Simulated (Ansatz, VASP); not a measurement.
## Two plane-wave programs on Sr

File POSCAR:

```
Sr
1.0
   -2.3522500000      2.3522500000      2.3522500000
    2.3522500000     -2.3522500000      2.3522500000
    2.3522500000      2.3522500000     -2.3522500000
Sr
1
Direct
    0.0000000000      0.0000000000      0.0000000000
```

Contents of INCAR.step1:

```
  ALGO = Normal
  EDIFF = 1E-4
  ENCUT = 520
  GGA = PE
  ISMEAR = 0
  LASPH = T
  LCHARG = F
  LREAL = F
  LWAVE = T
  NBANDS = 11
  NELM = 60
  PREC = Accurate
  SIGMA = 0.15
```

Contents of INCAR.step2:

```
  ALGO = Normal
  EDIFF = 1E-6
  ENCUT = 520
  ISIF = 2
  ISMEAR = 0
  ISTART = 1
  LASPH = T
  LCHARG = F
  LMIXTAU = T
  LREAL = F
  LWAVE = F
  METAGGA = R2SCAN
  NBANDS = 11
  NELM = 60
  PREC = Accurate
  SIGMA = 0.15
```

The input KPOINTS:

```
k-points
0
Gamma
  14 14 14
```

Input for Ansatz:

```yaml
crystal:
  lattice:
    - [-2.35225, 2.35225, 2.35225]
    - [2.35225, -2.35225, 2.35225]
    - [2.35225, 2.35225, -2.35225]
  atoms:
    - { symbol: Sr, position: [0.0, 0.0, 0.0] }
basis:
  ecutwfc: 500
kpoints:
  mp_grid: { grid: [14, 14, 14] }
hamiltonian:
  xc: r2scan
scf:
  occupations: { method: gaussian, width: 0.15 }
output:
  forces: true
  stress: true
  eigenvalues: true
```

Change from the starting cell: strain -0.030 along x and y, -0.030 along z, atoms carried along.

Alike in both runs: task single point; functional r2SCAN; k mesh 14 × 14 × 14; occupations gaussian, width 0.15 eV; no spin polarisation.

|  | VASP | Ansatz |
| --- | --- | --- |
| version | VASP 6.6.1 | Ansatz 0.2.0 |
| potentials or method | VASP PAW PBE potentials, release 64 (Sr_sv), cutoff 520 eV | scalar-relativistic, plane waves, PAW |
| valence electrons in the cell | 10 | 10 |

```tsv
	VASP	Ansatz	Ansatz less VASP
gap on the k mesh at the Fermi level (eV)	none	none	-
pressure (GPa)	0.9	0.9	-0.03
```

VASP's potentials were made for PBE, not for r2SCAN. A gap of «none» marks a metal or a gap that the smearing closes. With one functional, cell and mesh, what is left measures potentials, basis and numerics.
